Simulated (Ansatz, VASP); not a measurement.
# Two plane-wave programs on CdS

```
Cd S
1.0
     3.92806    0.00000    0.00000
    -1.96403    3.40180    0.00000
     0.00000    0.00000    6.58028
Cd S
2 2
Direct
  0.33333 0.66667 0.00000
  0.66667 0.33333 0.50000
  0.33333 0.66667 0.38500
  0.66667 0.33333 0.88500
```

Change from the starting cell: strain -0.050 along x and y, -0.025 along z, atoms carried along.

Alike in both runs: task single point; functional r2SCAN; k mesh 12 × 12 × 4; occupations gaussian, width 0.05 eV; no spin polarisation.

|  | VASP | Ansatz |
| --- | --- | --- |
| version | VASP 6.6.1 | Ansatz 0.2.0 |
| potentials or method | VASP PAW PBE potentials, release 64 (Cd, S), cutoff 520 eV | scalar-relativistic, plane waves, PAW |
| valence electrons in the cell | 36 | 52 |

Ansatz gave:

- gap on the k mesh at the Fermi level (eV): 1.91
- least direct gap on the mesh (eV): 1.91
- pressure (GPa): 12.6
- traceless stress, the component that is largest in VASP (GPa): -5.74
- rms of the force components (eV/Å): 0.414

Task: Which values does VASP return?

Result: gap on the k mesh at the Fermi level (eV): 1.92; least direct gap on the mesh (eV): 1.92; pressure (GPa): 13.2; traceless stress, the component that is largest in VASP (GPa): -5.86; rms of the force components (eV/Å): 0.425.

VASP's potentials were made for PBE, not for r2SCAN. Atom by atom the forces differ by 0.011 eV/Å (rms over components). VASP's potentials hold 36 valence electrons a cell and Ansatz's 52, so a difference there can come from the potentials and not from the codes.
